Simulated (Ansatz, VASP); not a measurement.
**Rb in VASP and in Ansatz**

```
Rb
1.0
     5.06461    0.00000    0.00000
    -2.53230    4.38608    0.00000
     0.00000    0.00000   16.45410
Rb
4
Direct
  0.66667 0.33333 0.12499
  0.66667 0.33333 0.62499
  0.33333 0.66667 0.37501
  0.33333 0.66667 0.87501
```

Alike in both runs: task single point; functional PBE; k mesh 6 × 6 × 2; occupations gaussian, width 0.2 eV; no spin polarisation.

|  | VASP | Ansatz |
| --- | --- | --- |
| version | VASP 6.6.1 | Ansatz 0.2.0 |
| potentials or method | VASP PAW PBE potentials, release 64 (Rb_sv), cutoff 520 eV | scalar-relativistic, plane waves, PAW |
| valence electrons in the cell | 36 | 36 |

```tsv
	VASP	Ansatz	Ansatz less VASP
gap on the k mesh at the Fermi level (eV)	none	none	-
pressure (GPa)	0.0	0.0	0.00
traceless stress, the component that is largest in VASP (GPa)	-0.05	-0.05	0.000
```

A gap of «none» marks a metal or a gap that the smearing closes.
